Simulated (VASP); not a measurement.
**TiO2: single point with PBE**

The system is TiO2.

```
Ti O
1.0
    -1.84262    1.84262    4.84845
     1.84262   -1.84262    4.84845
     1.84262    1.84262   -4.84845
Ti O
2 4
Direct
  0.00000 0.00000 0.00000
  0.75000 0.25000 0.50000
  0.20651 0.20651 0.00000
  0.95651 0.45651 0.50000
  0.54349 0.04349 0.50000
  0.79349 0.79349 0.00000
```

This cell differs from its parent crystal: strain -0.030 along x and y, +0.000 along z.

```
Program                : VASP 6.6.1
Task                   : single point
Functional             : PBE
Potentials or basis    : VASP PAW PBE potentials, release 64 (Ti_sv, O)
Cutoff                 : 520 eV
k mesh                 : 10 × 10 × 10
Occupations            : gaussian, width 0.05 eV
Spin                   : no spin polarisation
Dipole correction      : no
Further INCAR settings : ALGO = Normal; EDIFF = 1e-07; NBANDS = 33
```

- Pressure: 15.2 GPa
- Largest force: 0.086 eV/Å
- Band gap on the k mesh: 2.29 eV (least direct gap 2.63 eV)

Forces in eV/Å, atoms in the order of the input:
```
Ti   0.000  0.000  0.000
Ti   0.000  0.000  0.000
O    0.000  0.000 -0.086
O    0.000  0.000 -0.086
O    0.000  0.000  0.086
O    0.000  0.000  0.086
```

Stress tensor (GPa, compression positive):
```
17.78  0.00  0.00
 0.00 17.78  0.00
 0.00  0.00  9.91
```

Levels at points of the mesh, in eV from the valence-band top:
```csv
k point,band 21,band 22,band 23,band 24,band 25,band 26,band 27,band 28
"(0.00, 0.00, 0.00)",-0.87,-0.87,-0.48,-0.48,2.29,2.97,4.36,4.36
"(0.50, 0.00, 0.00)",-1.96,-0.99,-0.86,-0.71,3.53,3.73,3.80,3.87
"(0.50, 0.50, 0.00)",-2.16,-2.16,-0.05,-0.05,3.44,3.44,3.97,3.97
"(0.50, 0.50, 0.50)",-1.30,-1.30,-0.12,-0.12,2.62,2.62,4.07,4.07
```

Run time: 17 min on 1 thread of Intel Xeon 8259CL, on a shared host, peak memory 0.37 GiB.

Caveat: the cell differs from its parent crystal (strain -0.030 along x and y, +0.000 along z); the stress differs along the axes, from 10 to 18 GPa. A k mesh can miss the band edges.
